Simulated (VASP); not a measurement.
Runs of VASP 6.6.1 on AlN. The structure is that of space group Fm-3m (No. 225), or close to it. The cells are those of the table. 

| level | cell | k mesh | gap on the mesh (eV) | pressure (GPa) |
| --- | --- | --- | --- | --- |
| PBE | a = 2.827, b = 2.827, c = 2.855 Å, angles 59.7, 59.7, 60.7°, 2 atoms | 6 × 6 × 6 | 4.67 | (b) |
| PBE | a = 2.898, b = 2.898, c = 2.855 Å, angles 60.5, 60.5, 59.0°, 2 atoms | 6 × 6 × 6 | 4.14 | (a) |
| r2SCAN | a = 2.884, b = 2.884, c = 2.855 Å, angles 60.3, 60.3, 59.3°, 2 atoms | 10 × 10 × 10 | (c) | -5.9 |
| PBE | a = 2.913, b = 2.913, c = 2.855 Å, angles 60.7, 60.7, 58.7°, 2 atoms | 6 × 6 × 6 | 3.99 | -3.3 |
| PBE | a = 2.799, b = 2.799, c = 2.855 Å, angles 59.3, 59.3, 61.3°, 2 atoms | 6 × 6 × 6 | 4.71 | 19.3 |

Alike in all rows: task single point; potentials or basis VASP PAW PBE potentials, release 64 (Al, N); no spin polarisation; cutoff (eV) 520; smearing gaussian 0.01 eV.

Task: Fill in the values left out.

Result: (a) -1.2; (b) 12.1; (c) 5.18.

Caveats: some runs use coarse meshes; the PAW data sets were made with another functional, which shifts forces and pressure a little (some runs).

A k mesh can miss the band edges.
